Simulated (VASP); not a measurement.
# PbSe (Fm-3m) in VASP: further runs

Runs on PbSe. Level: PBE. Tasks: single point.

Program: VASP 6.6.1. These are calculated values, not measurements. Logs are shortened: lines on timing, memory, paths and dates and some standing lists are left out, and cuts for length are marked.

### Step 1. The cell of the first run

The structure is cubic, space group Fm-3m (No. 225). The conventional cell has a = 6.124 Å, b = 6.124 Å, c = 6.124 Å, α = 90.00°, β = 90.00°, γ = 90.00°. Within 4.0 Å of Pb (site symmetry m-3m) lie 6 Se at 3.06 Å. Se (site symmetry m-3m) has 6 Pb at 3.06 Å within 4.0 Å.

### Step 2. Single point, PBE, non-collinear spin, zero start, spin-orbit coupling (volume scaled by 0.960)

INCAR

```
PREC = Accurate
ENCUT = 520
EDIFF = 1E-6
ISMEAR = 0
SIGMA = 0.05
LREAL = False
LASPH = True
NELM = 150
ALGO = Normal
ISIF = 2
LWAVE = False
LCHARG = True
MAGMOM = 0 0 0 0 0 0
LORBIT = 11
LSORBIT = True
GGA_COMPAT = False
LORBMOM = True
GGA = PE
LVHAR = True
NBANDS = 32
```

KPOINTS

```
regular mesh
0
Gamma
  10 10 10
```

POSCAR

```
PbSe
1.0
    0.0000000000      3.0620257082      3.0620257082
    3.0620257082      0.0000000000      3.0620257082
    3.0620257082      3.0620257082      0.0000000000
Pb Se
1 1
Direct
    0.5000000000      0.5000000000      0.5000000000
    0.0000000000      0.0000000000      0.0000000000
```

Potentials or basis: VASP PAW PBE potentials, release 64 (Pb_d, Se).

On the command line:

```bash
> cat potpaw_PBE.64/Pb_d/POTCAR potpaw_PBE.64/Se/POTCAR > POTCAR
> mpirun -np 1 vasp_ncl > vasp.out
```

OUTCAR:

```text
PREC = Accurate
   ENCUT = 520
   EDIFF = 1E-6
   ISMEAR = 0
   LREAL = False
   LASPH = True
   NELM = 150
   ISIF = 2
   LORBIT = 11
   LSORBIT = True
   GGA = PE

 ion  position               nearest neighbor table
   1  0.500  0.500  0.500-   2 3.06   2 3.06   2 3.06   2 3.06   2 3.06   2 3.06
   2  0.000  0.000  0.000-   1 3.06   1 3.06   1 3.06   1 3.06   1 3.06   1 3.06

  LATTYP: Found a face centered cubic cell.
 ALAT       =     6.1240514164

  Lattice vectors:

 A1 = (   0.0000000000,   3.0620257082,   3.0620257082)
 A2 = (   3.0620257082,   0.0000000000,   3.0620257082)
 A3 = (   3.0620257082,   3.0620257082,   0.0000000000)

Analysis of symmetry for initial positions (statically):
=====================================================================
 Subroutine PRICEL returns:
 Original cell was already a primitive cell.

 Routine SETGRP: Setting up the symmetry group for a
 face centered cubic supercell.

 Subroutine GETGRP returns: Found 48 space group operations
 (whereof 48 operations were pure point group operations)
 out of a pool of 48 trial point group operations.

The static configuration has the point symmetry O_h .

Analysis of symmetry for dynamics (positions and initial velocities):
=====================================================================
 Subroutine PRICEL returns:
 Original cell was already a primitive cell.

 Routine SETGRP: Setting up the symmetry group for a
 face centered cubic supercell.

 Subroutine GETGRP returns: Found 48 space group operations
 (whereof 48 operations were pure point group operations)
 out of a pool of 48 trial point group operations.

The dynamic configuration has the point symmetry O_h .

Analysis of structural, dynamic, and magnetic symmetry:
=====================================================================
 Subroutine PRICEL returns:
 Original cell was already a primitive cell.

 Routine SETGRP: Setting up the symmetry group for a
 face centered cubic supercell.

 Subroutine GETGRP returns: Found 48 space group operations
 (whereof 48 operations were pure point group operations)
 out of a pool of 48 trial point group operations.

The overall configuration has the point symmetry O_h .

 Subroutine INISYM returns: Found 48 space group operations
 (whereof 48 operations are pure point group operations),
 and found     1 'primitive' translations

----------------------------------------------------------------------------------------

                                     Primitive cell

  volume of cell :      57.4191

[... 1012 lines left out ...]
    total drift:                               -0.000000     -0.000000     -0.000000

  FREE ENERGIE OF THE ION-ELECTRON SYSTEM (eV)
  ---------------------------------------------------
  free  energy   TOTEN  =        -8.6031033987 eV

  energy  without entropy=       -8.6030090709  energy(sigma->0) =       -8.60305623

 orbital moment (x)

 # of ion     p       d       tot
 ----------------------------------------
  1         0.000  -0.000  -0.000
  2         0.000  -0.000  -0.000
 ----------------------------------------
            0.000  -0.000  -0.000

 orbital moment (y)

 # of ion     p       d       tot
 ----------------------------------------
  1         0.000   0.000   0.000
  2         0.000   0.000   0.000
 ----------------------------------------
            0.000   0.000   0.000

 orbital moment (z)

 # of ion     p       d       tot
 ----------------------------------------
  1         0.000  -0.000   0.000
  2         0.000   0.000   0.000
 ----------------------------------------
            0.000  -0.000   0.000

 Spin-Orbit-Coupling matrix elements

 Ion:    1  E_soc:     -0.8442543
 l=   1
     0.0000000    -0.0737334    -0.0737334
    -0.0737334     0.0000000    -0.0737334
    -0.0737334    -0.0737334     0.0000000
 l=   2
     0.0000000    -0.0134512     0.0000000    -0.0134512    -0.0535244
    -0.0134512     0.0000000    -0.0401433    -0.0134512    -0.0133811
     0.0000000    -0.0401433     0.0000000    -0.0401433     0.0000000
    -0.0134512    -0.0134512    -0.0401433     0.0000000    -0.0133811
    -0.0535244    -0.0133811     0.0000000    -0.0133811     0.0000000
 l=   3
     0.0000000     0.0000000     0.0000000     0.0000000     0.0000000     0.0000000     0.0000000
     0.0000000     0.0000000     0.0000000     0.0000000     0.0000000     0.0000000     0.0000000
     0.0000000     0.0000000     0.0000000     0.0000000     0.0000000     0.0000000     0.0000000
     0.0000000     0.0000000     0.0000000     0.0000000     0.0000000     0.0000000     0.0000000
     0.0000000     0.0000000     0.0000000     0.0000000     0.0000000     0.0000000     0.0000000
     0.0000000     0.0000000     0.0000000     0.0000000     0.0000000     0.0000000     0.0000000
     0.0000000     0.0000000     0.0000000     0.0000000     0.0000000     0.0000000     0.0000000

 Ion:    2  E_soc:     -0.0493728
 l=   1
     0.0000000    -0.0082454    -0.0082454
    -0.0082454     0.0000000    -0.0082454
    -0.0082454    -0.0082454     0.0000000
 l=   2
     0.0000000    -0.0000021     0.0000000    -0.0000021     0.0000187
    -0.0000021     0.0000000     0.0000140    -0.0000021     0.0000047
     0.0000000     0.0000140     0.0000000     0.0000140     0.0000000
    -0.0000021    -0.0000021     0.0000140     0.0000000     0.0000047
     0.0000187     0.0000047     0.0000000     0.0000047     0.0000000
 l=   3
     0.0000000     0.0000000     0.0000000     0.0000000     0.0000000     0.0000000     0.0000000
     0.0000000     0.0000000     0.0000000     0.0000000     0.0000000     0.0000000     0.0000000
     0.0000000     0.0000000     0.0000000     0.0000000     0.0000000     0.0000000     0.0000000
     0.0000000     0.0000000     0.0000000     0.0000000     0.0000000     0.0000000     0.0000000
     0.0000000     0.0000000     0.0000000     0.0000000     0.0000000     0.0000000     0.0000000
     0.0000000     0.0000000     0.0000000     0.0000000     0.0000000     0.0000000     0.0000000
     0.0000000     0.0000000     0.0000000     0.0000000     0.0000000     0.0000000     0.0000000

 total charge

# of ion       s       p       d       tot
------------------------------------------
    1        1.466   0.560   9.842  11.868
    2        1.471   2.320   0.018   3.809
--------------------------------------------------
tot          2.937   2.881   9.860  15.677

 magnetization (x)

# of ion       s       p       d       tot
------------------------------------------
    1        0.000   0.000  -0.000  -0.000
    2        0.000   0.000   0.000   0.000
--------------------------------------------------
tot          0.000   0.000  -0.000  -0.000

 magnetization (y)

# of ion       s       p       d       tot
------------------------------------------
    1        0.000   0.000   0.000   0.000
    2        0.000   0.000   0.000   0.000
--------------------------------------------------
tot          0.000   0.000   0.000   0.000

 magnetization (z)

# of ion       s       p       d       tot
------------------------------------------
    1        0.000   0.000  -0.000   0.000
    2        0.000   0.000   0.000   0.000
--------------------------------------------------
tot          0.000   0.000  -0.000   0.000
```

OSZICAR:

```text
N       E                     dE             d eps       ncg     rms          rms(c)
DAV:   1     0.205344951706E+03    0.20534E+03   -0.92182E+03  3008   0.131E+03
DAV:   2     0.126061726734E+02   -0.19274E+03   -0.18434E+03  3120   0.370E+02
DAV:   3    -0.791753393604E+01   -0.20524E+02   -0.20006E+02  3872   0.137E+02
DAV:   4    -0.880984670036E+01   -0.89231E+00   -0.89069E+00  3504   0.294E+01
DAV:   5    -0.884456037004E+01   -0.34714E-01   -0.34711E-01  4296   0.617E+00    0.269E+00
DAV:   6    -0.859874555859E+01    0.24581E+00   -0.51536E-01  4296   0.599E+00    0.147E+00
DAV:   7    -0.860007158818E+01   -0.13260E-02   -0.12379E-01  3736   0.184E+00    0.903E-01
DAV:   8    -0.860285553407E+01   -0.27839E-02   -0.94932E-03  3760   0.113E+00    0.430E-01
DAV:   9    -0.860326920749E+01   -0.41367E-03   -0.97302E-04  3872   0.285E-01    0.171E-01
DAV:  10    -0.860303950187E+01    0.22971E-03   -0.11446E-03  4280   0.376E-01    0.378E-02
DAV:  11    -0.860309814382E+01   -0.58642E-04   -0.19067E-04  3736   0.101E-01    0.909E-03
DAV:  12    -0.860310341620E+01   -0.52724E-05   -0.13800E-05  3792   0.363E-02    0.484E-03
DAV:  13    -0.860310339870E+01    0.17504E-07   -0.55517E-07  2792   0.801E-03
   1 F= -.86031034E+01 E0= -.86030562E+01  d E =-.943278E-04  mag=    -0.0000    -0.0000    -0.0000
```

stdout:

```text
POSCAR found type information on POSCAR PbSe
 POSCAR found :  2 types and       2 ions
 scaLAPACK will be used
 LDA part: xc-table for (Slater+PW92), standard interpolation
 POSCAR, INCAR and KPOINTS ok, starting setup
 FFT: planning ... GRIDC
 FFT: planning ... GRID_SOFT
 FFT: planning ... GRID
 WAVECAR not read
 entering main loop
```

Wall time 3.4 min (1 thread of Intel Xeon Platinum 8488C (Sapphire Rapids), shared host); peak memory 0.38 GiB.

What came out:

| Quantity | Value |
| --- | --- |
| Free energy | -8.6031 eV |
| Pressure | 2.1 GPa |
| Net moment | 0.00 μB per cell |
| Valence electrons inside the program's atomic spheres | Pb 11.87; Se 3.81 |

Moments on the atoms (μB; x, y, z):
```
Pb  0.00 0.00 0.00
Se  0.00 0.00 0.00
```

Caveat: the cell differs from its parent crystal (volume scaled by 0.960).

### Step 3. Single point, PBE, non-collinear spin, zero start, spin-orbit coupling

INCAR

```
PREC     = Accurate       # precision mode
ENCUT    = 520            # plane-wave cutoff, eV
EDIFF    = 1E-6           # SCF threshold, eV
ISMEAR   = 0              # smearing method
SIGMA    = 0.05           # smearing width, eV
LREAL    = F              # projectors in reciprocal space
LASPH    = T              # aspherical terms in the spheres
NELM     = 150            # most SCF steps
ALGO     = Normal         # electronic algorithm
ISIF     = 2              # what is computed and relaxed
LWAVE    = F              # write WAVECAR
LCHARG   = F              # write CHGCAR
MAGMOM   = 0 0 0 0 0 0    # initial moments
LORBIT   = 11             # projections on sites
LSORBIT  = T              # spin-orbit coupling
GGA_COMPAT= F            
LORBMOM  = T            
GGA      = PE             # functional
NBANDS   = 32             # bands
```

KPOINTS

```
Automatic mesh
0
Gamma
  10 10 10
```

POSCAR

```
PbSe
1.0
    0.0000000000      3.0831437942      3.0831437942
    3.0831437942      0.0000000000      3.0831437942
    3.0831437942      3.0831437942      0.0000000000
Pb Se
1 1
Direct
    0.5000000000      0.5000000000      0.5000000000
    0.0000000000      0.0000000000      0.0000000000
```

Potentials or basis: VASP PAW PBE potentials, release 64 (Pb_d, Se).

On the command line:

```bash
> cat potpaw_PBE.64/Pb_d/POTCAR potpaw_PBE.64/Se/POTCAR > POTCAR
> mpirun -np 1 vasp_ncl > vasp.out
```

It took 3.8 min on 1 thread of Intel Xeon Platinum 8488C (Sapphire Rapids), shared host; peak memory 0.38 GiB.

It converged, with:

```yaml
Free_energy: -8.6149 eV
Pressure: 1.0 GPa
Net_moment: 0.00 μB per cell
Valence_electrons_inside_the_program's_atomic_spheres: Pb 11.86; Se 3.80
```

Moments on the atoms (μB; x, y, z):
```
Pb  0.00 0.00 0.00
Se  0.00 0.00 0.00
```

### Step 4. Single point, PBE, non-collinear spin, zero start, spin-orbit coupling

This run uses another cell than the first one, of 29.91 Å³/atom, 1.042 times its volume.

INCAR

```
  PREC = Accurate
  ENCUT = 520
  EDIFF = 1E-6
  ISMEAR = 0
  SIGMA = 0.05
  LREAL = F
  LASPH = T
  NELM = 150
  ALGO = Normal
  ISIF = 2
  LWAVE = F
  LCHARG = F
  MAGMOM = 0 0 0 0 0 0
  LORBIT = 11
  LSORBIT = T
  GGA_COMPAT = F
  LORBMOM = T
  GGA = PE
  NBANDS = 32
```

KPOINTS is that of step 3.

POSCAR

```
PbSe
1.0
    0.0000000000      3.1039764788      3.1039764788
    3.1039764788      0.0000000000      3.1039764788
    3.1039764788      3.1039764788      0.0000000000
Pb Se
1 1
Direct
    0.5000000000      0.5000000000      0.5000000000
    0.0000000000      0.0000000000      0.0000000000
```

On the command line:

```bash
> cat potpaw_PBE.64/Pb_d/POTCAR potpaw_PBE.64/Se/POTCAR > POTCAR
> mpirun -np 1 vasp_ncl > vasp.out
```

It took 6.1 min on 1 thread of Intel Xeon Platinum 8488C (Sapphire Rapids), shared host; peak memory 0.44 GiB.

The run converged. Its results:

| Item | Value |
| --- | --- |
| Free energy | -8.6191 eV |
| Pressure | 0.1 GPa |
| Net moment | 0.00 μB per cell |
| Valence electrons inside the program's atomic spheres | Pb 11.84; Se 3.79 |

Moments on the atoms (μB; x, y, z):
```
Pb  0.00 0.00 0.00
Se  0.00 0.00 0.00
```

### Step 5. Single point, PBE

This run uses another cell than the first one, of 29.34 Å³/atom, 1.022 times its volume.

INCAR

```
SYSTEM = PbSe
ALGO = Normal
EDIFF = 1E-6
ENCUT = 500
GGA = PE
GGA_COMPAT = .False.
ISIF = 2
ISMEAR = 0
LASPH = .True.
LCHARG = .True.
LELF = .True.
LREAL = .False.
LVHAR = .True.
LWAVE = .False.
NBANDS = 17
NELM = 120
PREC = Accurate
SIGMA = 0.05
```

KPOINTS

```
k-points
0
Gamma
  6 6 6
  0 0 0
```

POSCAR

```
PbSe
1.0
    0.0000000000      3.0842268718      3.0842268718
    3.0842268718      0.0000000000      3.0842268718
    3.0842268718      3.0842268718      0.0000000000
Pb Se
1 1
Direct
    0.5000000000      0.5000000000      0.5000000000
    0.0000000000      0.0000000000      0.0000000000
```

On the command line:

```bash
> cat potpaw_PBE.64/Pb_d/POTCAR potpaw_PBE.64/Se/POTCAR > POTCAR
> mpirun -np 1 vasp_std > vasp.out
```

Wall time 11 s (1 thread of Intel Xeon Platinum 8375C at 2.90GHz (Ice Lake), shared host); peak memory 0.17 GiB.

Results (log left out):

- Free energy: -8.1961 eV
- Pressure: 1.1 GPa
- Band gap on the k mesh: 0.37 eV, direct

Levels at points of the mesh, in eV from the valence-band top:
| k point | band 6 | band 7 | band 8 | band 9 | band 10 | band 11 | band 12 | band 13 | band 14 | band 15 |
| --- | --- | --- | --- | --- | --- | --- | --- | --- | --- | --- |
| (0.00, 0.00, 0.00) | -13.38 | -6.32 | -1.76 | -1.76 | -1.76 | 4.68 | 4.68 | 4.68 | 6.58 | 6.58 |
| (0.50, 0.00, 0.00) | -12.37 | -8.66 | -1.37 | -1.37 | 0.00 | 0.37 | 1.77 | 1.77 | 8.54 | 10.14 |
| (0.50, 0.50, 0.00) | -12.04 | -7.33 | -4.77 | -3.07 | -3.07 | 3.81 | 5.54 | 5.54 | 5.97 | 11.26 |

Caveat: spin-orbit coupling is left out, which moves the levels of the heavy elements. A k mesh can miss the band edges.

### Step 6. Single point, PBE, non-collinear spin, zero start, spin-orbit coupling (volume scaled by 1.040)

INCAR

```
SYSTEM = PbSe
PREC = Accurate ; ENCUT = 520
EDIFF = 1E-6 ; ISMEAR = 0
SIGMA = 0.05 ; LREAL = .False.
LASPH = .True. ; NELM = 150
ALGO = Normal ; ISIF = 2
LWAVE = .False. ; LCHARG = .False.
MAGMOM = 0 0 0 0 0 0 ; LORBIT = 11
LSORBIT = .True. ; GGA_COMPAT = .False.
LORBMOM = .True. ; GGA = PE
NBANDS = 32
```

KPOINTS

```
regular mesh
0
Gamma
  10 10 10
  0 0 0
```

POSCAR

```
PbSe
1.0
    0.0000000000      3.1448229587      3.1448229587
    3.1448229587      0.0000000000      3.1448229587
    3.1448229587      3.1448229587      0.0000000000
Pb Se
1 1
Direct
    0.5000000000      0.5000000000      0.5000000000
    0.0000000000      0.0000000000      0.0000000000
```

Potentials or basis: VASP PAW PBE potentials, release 64 (Pb_d, Se).

On the command line:

```bash
> cat potpaw_PBE.64/Pb_d/POTCAR potpaw_PBE.64/Se/POTCAR > POTCAR
> mpirun -np 1 vasp_ncl > vasp.out
```

It took 2.2 min on 1 thread of Intel Xeon 6975P-C (Granite Rapids), shared host; peak memory 0.46 GiB.

It converged, with:

| Item | Value |
| --- | --- |
| Free energy | -8.6079 eV |
| Pressure | -1.6 GPa |
| Net moment | 0.00 μB per cell |
| Valence electrons inside the program's atomic spheres | Pb 11.82; Se 3.78 |

Moments on the atoms (μB; x, y, z):
```
Pb  0.00 0.00 0.00
Se  0.00 0.00 0.00
```

Caveat: the cell differs from its parent crystal (volume scaled by 1.040).

### Step 7. Summary

```tsv
spin	cell	k mesh	cutoff (eV)	pressure (GPa)	moment (μB)
non-collinear, zero start, SOC	a = 4.330 Å, angles 60.0°, 2 atoms	10 × 10 × 10	520	2.1	0.00
non-collinear, zero start, SOC	a = 4.360 Å, angles 60.0°, 2 atoms	10 × 10 × 10	520	1.0	0.00
non-collinear, zero start, SOC	a = 4.390 Å, angles 60.0°, 2 atoms	10 × 10 × 10	520	0.1	0.00
off	a = 4.362 Å, angles 60.0°, 2 atoms	6 × 6 × 6	500	1.1	-
non-collinear, zero start, SOC	a = 4.447 Å, angles 60.0°, 2 atoms	10 × 10 × 10	520	-1.6	0.00
```

Alike in all rows: task single point; level PBE; potentials or basis VASP PAW PBE potentials, release 64 (Pb_d, Se); smearing gaussian 0.05 eV.

Caveats: spin-orbit coupling is left out, which moves the levels of the heavy elements (some runs).

Absolute energies hang on the potentials; compare differences alone.
